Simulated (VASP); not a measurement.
## CdS: electric field gradients with PBEsol

CdS:

```
Cd S
1.0
     0.00000    2.93311    2.93311
     2.93311    0.00000    2.93311
     2.93311    2.93311    0.00000
Cd S
1 1
Cartesian
  0.0000 0.0000 0.0000
  4.3997 4.3997 4.3997
```

This cell differs from its parent crystal: volume scaled by 0.99.

| Quantity | Value |
| --- | --- |
| Program | VASP 6.6.1 |
| Task | electric field gradients |
| Functional | PBEsol |
| Potentials or basis | VASP PAW PBE potentials, release 64 (Cd, S) |
| Cutoff | 520 eV |
| k mesh | 7 × 7 × 7 |
| Occupations | fermi-dirac, width 0.02 eV |
| Spin | no spin polarisation |
| Dipole correction | no |
| Further INCAR settings | ALGO = Normal; EDIFF = 1e-08; NBANDS = 16 |

```yaml
Pressure: -0.9 GPa
Band_gap_on_the_k_mesh: 0.97 eV, direct
```

Levels at points of the mesh, in eV from the valence-band top:
| k point | band 6 | band 7 | band 8 | band 9 | band 10 | band 11 | band 12 | band 13 |
| --- | --- | --- | --- | --- | --- | --- | --- | --- |
| (0.00, 0.00, 0.00) | -7.20 | 0.00 | 0.00 | 0.00 | 0.97 | 6.45 | 6.45 | 6.45 |

Run time: 14 s on 1 thread of Intel(R) Xeon(R) Platinum 8488C (Sapphire Rapids), on a shared host, peak memory 0.18 GiB.

Caveat: without QUAD_EFG the Cq values of the log hold for a quadrupole moment of 1 mb, not for the nuclei; the PAW data sets were made with another functional, which shifts forces and pressure a little.
